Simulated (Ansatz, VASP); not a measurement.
## Al9H: VASP beside Ansatz

```
Al H
1.0
     5.70709    0.00000    0.00000
    -1.42677    9.70148    0.00000
     0.00000    0.00000   22.79037
Al H
18 2
Direct
  0.26622 0.06489 0.17551
  0.76622 0.06489 0.17551
  0.33548 0.34192 0.21920
  0.83548 0.34192 0.21920
  0.14933 0.59733 0.22794
  0.64933 0.59733 0.22794
  0.46318 0.85274 0.23668
  0.96318 0.85274 0.23668
  0.03198 0.12771 0.28083
  0.53198 0.12771 0.28083
  0.09979 0.40422 0.33011
  0.59979 0.40422 0.33011
  0.41440 0.65967 0.33698
  0.91440 0.65967 0.33698
  0.22631 0.91108 0.34493
  0.72631 0.91108 0.34493
  0.29624 0.18141 0.38571
  0.79624 0.18141 0.38571
  0.60626 0.38639 0.43353
  0.60626 0.46287 0.43353
```

Alike in both runs: task single point; functional PBE; k mesh 5 × 3 × 1; occupations gaussian, width 0.1 eV; no spin polarisation.

|  | VASP | Ansatz |
| --- | --- | --- |
| version | VASP 6.6.1 | Ansatz 0.2.0 |
| potentials or method | VASP PAW PBE potentials, release 64 (Al, H), cutoff 520 eV | scalar-relativistic, plane waves, PAW |
| valence electrons in the cell | 56 | 56 |

```csv
,VASP,Ansatz,Ansatz less VASP
gap on the k mesh at the Fermi level (eV),none,none,-
rms of the force components (eV/Å),0.135,0.138,+0.0032
```

Atom by atom the forces differ by 0.005 eV/Å (rms over components). A gap of «none» marks a metal or a gap that the smearing closes. With one functional, cell and mesh, what is left measures potentials, basis and numerics.
